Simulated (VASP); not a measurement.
# Zr (P6_3/mmc) in VASP: a series of runs, part 2 of 2

VASP 6.6.1.

### Step 4. Single point, PBEsol+U

This run uses another cell than the first one, of 23.71 Å³/atom, 1.055 times its volume.

File INCAR:

```
SYSTEM = Zr
PREC = Accurate ; ENCUT = 520
EDIFF = 1E-6 ; ISMEAR = -1
SIGMA = 0.05 ; LREAL = .False.
LASPH = .True. ; NELM = 150
ALGO = Normal ; ISIF = 2
LWAVE = .False. ; LCHARG = .False.
LMAXMIX = 4 ; LDAU = .True.
LDAUTYPE = 2 ; LDAUL = 2
LDAUU = 4 ; LDAUJ = 0
LDAUPRINT = 1 ; GGA = PS
NBANDS = 19
```

File KPOINTS:

```
Automatic mesh
0
Gamma
  12 12 6
  0 0 0
```

File POSCAR:

```
Zr
1.0
    3.2523463600      0.0000000000      0.0000000000
   -1.6261731800      2.8166145697      0.0000000000
    0.0000000000      0.0000000000      5.1758516643
Zr
2
Direct
    0.3333333333      0.6666666667      0.2500000000
    0.6666666667      0.3333333333      0.7500000000
```

Potentials or basis: VASP PAW PBE potentials, release 64 (Zr_sv).

Launch:

```
$ cat potpaw_PBE.64/Zr_sv/POTCAR > POTCAR
$ mpirun -np 1 vasp_std > vasp.out
```

OUTCAR:

```text
SYSTEM = Zr
   PREC = Accurate
   ENCUT = 520
   EDIFF = 1E-6
   ISMEAR = -1
   LREAL = .False.
   LASPH = .True.
   NELM = 150
   ISIF = 2
   GGA = PS

 ion  position               nearest neighbor table
   1  0.333  0.667  0.250-   2 3.20   2 3.20   2 3.20   2 3.20   2 3.20   2 3.20
   2  0.667  0.333  0.750-   1 3.20   1 3.20   1 3.20   1 3.20   1 3.20   1 3.20

  LATTYP: Found a hexagonal cell.
 ALAT       =     3.2523463600
 C/A-ratio  =     1.5914208056

  Lattice vectors:

 A1 = (   3.2523463600,   0.0000000000,   0.0000000000)
 A2 = (  -1.6261731800,   2.8166145697,   0.0000000000)
 A3 = (   0.0000000000,   0.0000000000,   5.1758516643)

Analysis of symmetry for initial positions (statically):
=====================================================================
 Subroutine PRICEL returns:
 Original cell was already a primitive cell.

 Routine SETGRP: Setting up the symmetry group for a
 hexagonal supercell.

 Subroutine GETGRP returns: Found 24 space group operations
 (whereof 12 operations were pure point group operations)
 out of a pool of 24 trial point group operations.

The static configuration has the point symmetry D_3d.
 The point group associated with its full space group is D_6h.

Analysis of symmetry for dynamics (positions and initial velocities):
=====================================================================
 Subroutine PRICEL returns:
 Original cell was already a primitive cell.

 Routine SETGRP: Setting up the symmetry group for a
 hexagonal supercell.

 Subroutine GETGRP returns: Found 24 space group operations
 (whereof 12 operations were pure point group operations)
 out of a pool of 24 trial point group operations.

The dynamic configuration has the point symmetry D_3d.
 The point group associated with its full space group is D_6h.

 Subroutine INISYM returns: Found 24 space group operations
 (whereof 12 operations are pure point group operations),
 and found     1 'primitive' translations

----------------------------------------------------------------------------------------

                                     Primitive cell

  volume of cell :      47.4139

  direct lattice vectors                    reciprocal lattice vectors
     3.252346360  0.000000000  0.000000000     0.307470327  0.177518076  0.000000000
[... 139 lines left out ...]
spin component  2

  0.1532 -0.0000  0.0000  0.0000 -0.0000
 -0.0000  0.1188 -0.0000 -0.0000  0.0000
  0.0000 -0.0000  0.1697  0.0000  0.0000
  0.0000 -0.0000  0.0000  0.1188  0.0000
 -0.0000  0.0000  0.0000  0.0000  0.1532

 occupancies and eigenvectors

  o =  0.1188  v =  0.0000  0.0000 -0.0000 -1.0000 -0.0000  0.0000  0.0000  0.0000  0.0000  0.0000      0.0000  0.0000  0.0000  0.0000  0.0000  0.0000  0.0000  0.0000  0.0000  0.0000
  o =  0.1188  v =  0.0000  0.0000  0.0000  0.0000  0.0000  0.0000  0.0000 -0.0000 -1.0000 -0.0000      0.0000  0.0000  0.0000  0.0000  0.0000  0.0000  0.0000  0.0000  0.0000  0.0000
  o =  0.1188  v =  0.0000  1.0000  0.0000  0.0000 -0.0000  0.0000  0.0000  0.0000  0.0000  0.0000      0.0000  0.0000  0.0000  0.0000  0.0000  0.0000  0.0000  0.0000  0.0000  0.0000
  o =  0.1188  v =  0.0000  0.0000  0.0000  0.0000  0.0000  0.0000  1.0000  0.0000  0.0000 -0.0000      0.0000  0.0000  0.0000  0.0000  0.0000  0.0000  0.0000  0.0000  0.0000  0.0000
  o =  0.1532  v =  0.0000  0.0000  0.0000  0.0000  0.0000  0.0000  0.0000 -0.0000 -0.0000  1.0000      0.0000  0.0000  0.0000  0.0000  0.0000  0.0000  0.0000  0.0000  0.0000  0.0000
  o =  0.1532  v =  0.0000  0.0000 -0.0000 -0.0000  1.0000  0.0000  0.0000  0.0000  0.0000  0.0000      0.0000  0.0000  0.0000  0.0000  0.0000  0.0000  0.0000  0.0000  0.0000  0.0000
  o =  0.1532  v =  1.0000  0.0000  0.0000  0.0000  0.0000  0.0000  0.0000  0.0000  0.0000  0.0000      0.0000  0.0000  0.0000  0.0000  0.0000  0.0000  0.0000  0.0000  0.0000  0.0000
  o =  0.1532  v =  0.0000  0.0000  0.0000  0.0000  0.0000  1.0000  0.0000  0.0000  0.0000  0.0000      0.0000  0.0000  0.0000  0.0000  0.0000  0.0000  0.0000  0.0000  0.0000  0.0000
  o =  0.1697  v =  0.0000  0.0000  0.0000  0.0000  0.0000  0.0000  0.0000 -1.0000  0.0000 -0.0000      0.0000  0.0000  0.0000  0.0000  0.0000  0.0000  0.0000  0.0000  0.0000  0.0000
  o =  0.1697  v =  0.0000  0.0000 -1.0000  0.0000 -0.0000  0.0000  0.0000  0.0000  0.0000  0.0000      0.0000  0.0000  0.0000  0.0000  0.0000  0.0000  0.0000  0.0000  0.0000  0.0000

atom =   2  type =  1  l = 2

 onsite density matrix

spin component  1

  0.1532 -0.0000  0.0000 -0.0000 -0.0000
 -0.0000  0.1188  0.0000 -0.0000  0.0000
  0.0000  0.0000  0.1697  0.0000  0.0000
 -0.0000 -0.0000  0.0000  0.1188  0.0000
 -0.0000  0.0000  0.0000  0.0000  0.1532

spin component  2

  0.1532 -0.0000  0.0000 -0.0000 -0.0000
 -0.0000  0.1188  0.0000 -0.0000  0.0000
  0.0000  0.0000  0.1697  0.0000  0.0000
 -0.0000 -0.0000  0.0000  0.1188  0.0000
 -0.0000  0.0000  0.0000  0.0000  0.1532

 occupancies and eigenvectors

  o =  0.1188  v =  0.0000  0.0000 -0.0000  1.0000 -0.0000  0.0000  0.0000  0.0000  0.0000  0.0000      0.0000  0.0000  0.0000  0.0000  0.0000  0.0000  0.0000  0.0000  0.0000  0.0000
  o =  0.1188  v =  0.0000  0.0000  0.0000  0.0000  0.0000  0.0000  0.0000 -0.0000  1.0000 -0.0000      0.0000  0.0000  0.0000  0.0000  0.0000  0.0000  0.0000  0.0000  0.0000  0.0000
  o =  0.1188  v =  0.0000  1.0000 -0.0000 -0.0000 -0.0000  0.0000  0.0000  0.0000  0.0000  0.0000      0.0000  0.0000  0.0000  0.0000  0.0000  0.0000  0.0000  0.0000  0.0000  0.0000
  o =  0.1188  v =  0.0000  0.0000  0.0000  0.0000  0.0000  0.0000  1.0000 -0.0000 -0.0000 -0.0000      0.0000  0.0000  0.0000  0.0000  0.0000  0.0000  0.0000  0.0000  0.0000  0.0000
  o =  0.1532  v =  1.0000  0.0000  0.0000  0.0000  0.0000  0.0000  0.0000  0.0000  0.0000  0.0000      0.0000  0.0000  0.0000  0.0000  0.0000  0.0000  0.0000  0.0000  0.0000  0.0000
  o =  0.1532  v =  0.0000  0.0000  0.0000  0.0000  0.0000  1.0000  0.0000  0.0000  0.0000  0.0000      0.0000  0.0000  0.0000  0.0000  0.0000  0.0000  0.0000  0.0000  0.0000  0.0000
  o =  0.1532  v =  0.0000  0.0000  0.0000  0.0000  0.0000  0.0000  0.0000 -0.0000  0.0000  1.0000      0.0000  0.0000  0.0000  0.0000  0.0000  0.0000  0.0000  0.0000  0.0000  0.0000
  o =  0.1532  v =  0.0000  0.0000 -0.0000  0.0000  1.0000  0.0000  0.0000  0.0000  0.0000  0.0000      0.0000  0.0000  0.0000  0.0000  0.0000  0.0000  0.0000  0.0000  0.0000  0.0000
  o =  0.1697  v =  0.0000  0.0000  0.0000  0.0000  0.0000  0.0000  0.0000  1.0000  0.0000  0.0000      0.0000  0.0000  0.0000  0.0000  0.0000  0.0000  0.0000  0.0000  0.0000  0.0000
  o =  0.1697  v =  0.0000  0.0000  1.0000  0.0000  0.0000  0.0000  0.0000  0.0000  0.0000  0.0000      0.0000  0.0000  0.0000  0.0000  0.0000  0.0000  0.0000  0.0000  0.0000  0.0000

 number of electron      24.0000000 magnetization

 Free energy of the ion-electron system (eV)
  ---------------------------------------------------
  ext. energy  EPLUGINS =         0.00000000
  ---------------------------------------------------
  free energy    TOTEN  =       -12.95599369 eV

  energy without entropy =      -12.94172309  energy(sigma->0) =      -12.94885839

 E-fermi :   9.2792     XC(G=0): -11.1642

 val. band max:        9.2701719560   @ k =   0.2500   0.2500   0.3333
 cond. band min:       9.3055703186   @ k =   0.1667  -0.0000   0.1667
 fundamental gap:      0.0353983625
 Fermi energy:         9.2792204551

 k-point     1 :       0.0000    0.0000    0.0000
  band No.  band energies     occupation
      1     -40.4953      2.00000
      2     -40.3536      2.00000
      3     -18.9654      2.00000
      4     -18.1529      2.00000
      5     -18.1529      2.00000
      6     -18.0289      2.00000
[... 505 lines left out ...]
      6     -18.2867      2.00000
[... 11 lines left out ...]
     18      13.2646      0.00000
     19      14.7252      0.00000

 [... further k-points ...]
[... 5 lines left out ...]
  --------------------------------------------------------------------------------------
  -------------------------------------------------------------------------------------
  Total        1.5652591      1.5652591      1.6272548      0.0000000      0.0000000      0.0000000
  in kB       52.8920977     52.8920977     54.9870107      0.0000000      0.0000000      0.0000000
  external PRESSURE =      53.5904020 kB  Pullay stress =       0.0000000 kB

 VOLUME and BASIS-vectors are now :
 -----------------------------------------------------------------------------
  energy-cutoff  :      520.00
  volume of cell :       47.41
      direct lattice vectors                 reciprocal lattice vectors
     3.252346360  0.000000000  0.000000000     0.307470327  0.177518076  0.000000000
    -1.626173180  2.816614570  0.000000000     0.000000000  0.355036153  0.000000000
     0.000000000  0.000000000  5.175851664     0.000000000  0.000000000  0.193204919

 POSITION                                       TOTAL-FORCE (eV/Angst)
 -----------------------------------------------------------------------------------
     -0.00000      1.87774      1.29396        -0.000000      0.000000      0.000000
      1.62617      0.93887      3.88189         0.000000     -0.000000      0.000000
 -----------------------------------------------------------------------------------
    total drift:                                0.000000     -0.000000      0.000000

  FREE ENERGIE OF THE ION-ELECTRON SYSTEM (eV)
  ---------------------------------------------------
  free  energy   TOTEN  =       -12.9559936913 eV

  energy  without entropy=      -12.9417230914  energy(sigma->0) =      -12.94885839
```

stdout:

```text
POSCAR found type information on POSCAR Zr
 POSCAR found :  1 types and       2 ions
 scaLAPACK will be used
 -----------------------------------------------------------------------------
|                                                                             |
|                                                                             |
|     You enforced a specific xc type in the INCAR file but a different       |
|     I HOPE YOU KNOW WHAT YOU ARE DOING!                                     |
|                                                                             |
 -----------------------------------------------------------------------------

 LDA part: xc-table for (Slater+PW92), standard interpolation
 POSCAR, INCAR and KPOINTS ok, starting setup
 FFT: planning ... GRIDC
 FFT: planning ... GRID_SOFT
 FFT: planning ... GRID
 WAVECAR not read
 entering main loop
```

It took 16 s on 1 thread of Intel Xeon 6975P-C (Granite Rapids), shared host; peak memory 0.19 GiB.

Results:

* Free energy: -12.9560 eV
* Pressure: 5.4 GPa
* Band gap on the k mesh: zero (band 12 reaches 10.36 eV, above the bottom of band 13 at 9.04 eV)

Levels at points of the mesh, in eV from the Fermi level:
```
           k point  band 8  band 9  band 10  band 11  band 12  band 13  band 14  band 15  band 16  band 17
(0.00, 0.00, 0.00)  -27.30   -6.27    -3.18     0.48     1.08     1.08     1.21     1.80     1.80     2.49
(0.50, 0.00, 0.00)  -27.40   -2.76    -2.50    -2.03    -0.70     0.80     0.85     1.47     5.20     5.62
(0.00, 0.00, 0.50)  -27.37   -4.53    -4.53     0.04     0.04     1.01     1.01     1.01     1.01     4.33
(0.50, 0.00, 0.50)  -27.51   -2.93    -2.93    -0.93    -0.93     1.06     1.06     2.47     2.47     5.36
```

Eigenvalues of the final occupation matrices:
| site | spin | trace | eigenvalues |
| --- | --- | --- | --- |
| site 1 d | 1 | 0.71 | 0.12 0.12 0.15 0.15 0.17 |
| site 1 d | 2 | 0.71 | 0.12 0.12 0.15 0.15 0.17 |
| site 2 d | 1 | 0.71 | 0.12 0.12 0.15 0.15 0.17 |
| site 2 d | 2 | 0.71 | 0.12 0.12 0.15 0.15 0.17 |

Caveat: the PAW data sets were made with another functional, which shifts forces and pressure a little; U without spin polarisation on a metal has little footing; the U is typed as a test and isn't derived for this compound.

### Step 5. Relaxation of cell and atoms, PBEsol

This run uses another cell than the first one, of 23.28 Å³/atom, 1.036 times its volume.

File INCAR:

```
SYSTEM = Zr
ALGO = Normal
EDIFF = 1E-6
EDIFFG = -0.002
ENCUT = 600
GGA = PS
IBRION = 2
ISIF = 3
ISMEAR = -1
LASPH = .True.
LCHARG = .False.
LREAL = .False.
LWAVE = .False.
NELM = 100
NSW = 100
PREC = Accurate
SIGMA = 0.05
```

File KPOINTS:

```
k-points
0
Gamma
  12 12 6
  0 0 0
```

File POSCAR:

```
Zr
1.0
    3.2320000000      0.0000000000      0.0000000000
   -1.6160000000      2.7989941050      0.0000000000
    0.0000000000      0.0000000000      5.1470000000
Zr
2
Direct
    0.3333333333      0.6666666667      0.2500000000
    0.6666666667      0.3333333333      0.7500000000
```

Launch:

```
$ cat potpaw_PBE.64/Zr_sv/POTCAR > POTCAR
$ mpirun -np 1 vasp_std > vasp.out
```

It took 2.2 min on 1 thread of Intel Xeon 6975P-C (Granite Rapids), shared host; peak memory 0.22 GiB.

Results (log left out):

```
Free energy                            : -18.1692 eV
Relaxed volume                         : 22.50 Å³/atom
Relaxed cell                           : a = 3.189 Å, b = 3.189 Å, c = 5.109 Å, α = 90.00°, β = 90.00°, γ = 120.00°
Space group after relaxing (to 0.05 Å) : P6_3/mmc (No. 194)
Energy gained by relaxing              : 8.1 meV/atom
Ionic steps                            : 10
Pressure after relaxing                : 0.0 GPa
Band gap on the k mesh                 : zero (band 12 reaches 10.12 eV, above the bottom of band 13 at 9.07 eV)
```

The path:
| step | energy change (eV) | largest force (eV/Å) | pressure (GPa) | volume (Å³) |
| --- | --- | --- | --- | --- |
| 1 | 0.0000 | 0.0000 | -3.19 | 46.56 |
| 2 | 0.0001 | 0.0000 | 3.52 | 43.51 |
| 3 | -0.0159 | 0.0000 | -0.01 | 45.01 |
| 4 | -0.0159 | 0.0000 | 0.06 | 44.98 |
| 5 | -0.0161 | 0.0000 | 0.05 | 44.98 |
| 6 | -0.0161 | 0.0000 | 0.05 | 44.98 |
| 7 | -0.0161 | 0.0000 | 0.05 | 44.98 |
| 8 | -0.0161 | 0.0000 | 0.05 | 44.98 |
| 9 | -0.0161 | 0.0000 | -0.05 | 45.02 |
| 10 | -0.0161 | 0.0000 | 0.00 | 45.00 |

Final structure:
```xyz
2
Lattice="3.1891 0.0000 0.0000 -1.5945 2.7618 0.0000 0.0000 0.0000 5.1089" Properties=species:S:1:pos:R:3 pbc="T T T"
Zr    0.0000    1.8412    1.2772
Zr    1.5945    0.9206    3.8317
```

Levels at points of the mesh, in eV from the Fermi level:
| k point | band 8 | band 9 | band 10 | band 11 | band 12 | band 13 | band 14 | band 15 | band 16 |
| --- | --- | --- | --- | --- | --- | --- | --- | --- | --- |
| (0.00, 0.00, 0.00) | -26.14 | -5.72 | -3.13 | 0.88 | 0.88 | 0.98 | 1.28 | 1.59 | 1.59 |
| (0.50, 0.00, 0.00) | -26.27 | -2.69 | -2.56 | -2.25 | -0.10 | 0.56 | 0.79 | 1.50 | 5.16 |
| (0.00, 0.00, 0.50) | -26.22 | -3.98 | -3.98 | 0.02 | 0.02 | 0.79 | 0.79 | 0.79 | 0.79 |
| (0.50, 0.00, 0.50) | -26.40 | -2.97 | -2.97 | -1.13 | -1.13 | 1.78 | 1.78 | 2.30 | 2.30 |

Caveat: the PAW data sets were made with another functional, which shifts forces and pressure a little.

### Step 6. Relaxation of cell and atoms, PBEsol+U

This run uses another cell than the first one, of 23.28 Å³/atom, 1.036 times its volume.

File INCAR:

```
SYSTEM = Zr
PREC = Accurate ; ENCUT = 600
EDIFF = 1E-6 ; ISMEAR = -1
SIGMA = 0.05 ; LREAL = .False.
LASPH = .True. ; NELM = 150
ALGO = Normal ; ISIF = 3
LWAVE = .False. ; LCHARG = .False.
LMAXMIX = 4 ; LDAU = .True.
LDAUTYPE = 2 ; LDAUL = 2
LDAUU = 4 ; LDAUJ = 0
LDAUPRINT = 1 ; GGA = PS
IBRION = 2 ; NSW = 100
EDIFFG = -0.002
```

File KPOINTS:

```
Automatic mesh
0
Gamma
  12 12 6
  0 0 0
```

POSCAR is that of step 5.

Potentials or basis: VASP PAW PBE potentials, release 64 (Zr_sv).

Launch:

```
$ cat potpaw_PBE.64/Zr_sv/POTCAR > POTCAR
$ mpirun -np 1 vasp_std > vasp.out
```

Wall time 2.6 min (1 thread of Intel Xeon 6975P-C (Granite Rapids), shared host); peak memory 0.22 GiB.

Results (log left out):

| Quantity | Value |
| --- | --- |
| Free energy | -12.9963 eV |
| Relaxed volume | 24.96 Å³/atom |
| Relaxed cell | a = 3.309 Å, b = 3.309 Å, c = 5.264 Å, α = 90.00°, β = 90.00°, γ = 120.00° |
| Space group after relaxing (to 0.05 Å) | P6_3/mmc (No. 194) |
| Energy gained by relaxing | 37.2 meV/atom |
| Ionic steps | 12 |
| Pressure after relaxing | 0.0 GPa |
| Band gap on the k mesh | zero (band 12 reaches 9.78 eV, above the bottom of band 13 at 8.43 eV) |

Step by step:
```csv
step,energy change (eV),largest force (eV/Å),pressure (GPa),volume (Å³)
1,0.0000,0.0000,7.43,46.56
2,0.0236,0.0000,-6.85,54.23
3,-0.0743,0.0000,-0.12,49.98
4,-0.0743,0.0000,0.02,49.91
5,-0.0743,0.0000,0.02,49.91
6,-0.0743,0.0000,0.02,49.91
7,-0.0743,0.0000,0.01,49.94
8,-0.0743,0.0000,-0.10,49.97
9,-0.0743,0.0000,-0.04,49.94
10,-0.0743,0.0000,-0.06,49.94
11,-0.0743,0.0000,-0.03,49.94
12,-0.0743,0.0000,0.00,49.92
```

Final structure:
```
Zr
1.0
     3.30918    0.00000    0.00000
    -1.65459    2.86583    0.00000
     0.00000    0.00000    5.26398
Zr
2
Direct
  0.33333 0.66667 0.25000
  0.66667 0.33333 0.75000
```

Levels at points of the mesh, in eV from the Fermi level:
```tsv
k point	band 8	band 9	band 10	band 11	band 12	band 13	band 14	band 15	band 16
(0.00, 0.00, 0.00)	-27.49	-6.15	-3.05	0.33	1.07	1.07	1.19	1.74	1.74
(0.50, 0.00, 0.00)	-27.57	-2.69	-2.33	-1.88	-0.78	0.74	0.85	1.39	4.91
(0.00, 0.00, 0.50)	-27.55	-4.49	-4.49	0.06	0.06	1.00	1.00	1.00	1.00
(0.50, 0.00, 0.50)	-27.67	-2.79	-2.79	-0.85	-0.85	0.92	0.92	2.37	2.37
```

Eigenvalues of the final occupation matrices:
| site | spin | trace | eigenvalues |
| --- | --- | --- | --- |
| site 1 d | 1 | 0.69 | 0.11 0.11 0.15 0.15 0.16 |
| site 1 d | 2 | 0.69 | 0.11 0.11 0.15 0.15 0.16 |
| site 2 d | 1 | 0.69 | 0.11 0.11 0.15 0.15 0.16 |
| site 2 d | 2 | 0.69 | 0.11 0.11 0.15 0.15 0.16 |

Caveat: the PAW data sets were made with another functional, which shifts forces and pressure a little; U without spin polarisation on a metal has little footing; the U is typed as a test and isn't derived for this compound. Zero-point motion and thermal expansion aren't in these numbers.

### Step 7. Overview

```tsv
task	level	U	cell	cutoff (eV)	gap on the mesh (eV)	pressure (GPa)	relaxed volume (Å³/atom)
single point	PBEsol	-	a = 3.189, b = 3.189, c = 5.105 Å, angles 90.0, 90.0, 120.0°, 2 atoms	520	none	0.1	-
single point	PBEsol+U	Zr d U = 4.0 eV	a = 3.252, b = 3.252, c = 5.176 Å, angles 90.0, 90.0, 120.0°, 2 atoms	520	none	5.4	-
relaxation of cell and atoms	PBEsol	-	relaxed from a = 3.232, b = 3.232, c = 5.147 Å, angles 90.0, 90.0, 120.0°, 2 atoms	600	none	0.0	22.50
relaxation of cell and atoms	PBEsol+U	Zr d U = 4.0 eV	relaxed from a = 3.232, b = 3.232, c = 5.147 Å, angles 90.0, 90.0, 120.0°, 2 atoms	600	none	0.0	24.96
```

Alike in all rows: potentials or basis VASP PAW PBE potentials, release 64 (Zr_sv); no spin polarisation; k mesh 12 × 12 × 6; smearing fermi-dirac 0.05 eV.

Caveats: the PAW data sets were made with another functional, which shifts forces and pressure a little; U without spin polarisation on a metal has little footing (some runs); the U is typed as a test and isn't derived for this compound (some runs).

Absolute energies hang on the potentials; compare differences alone.
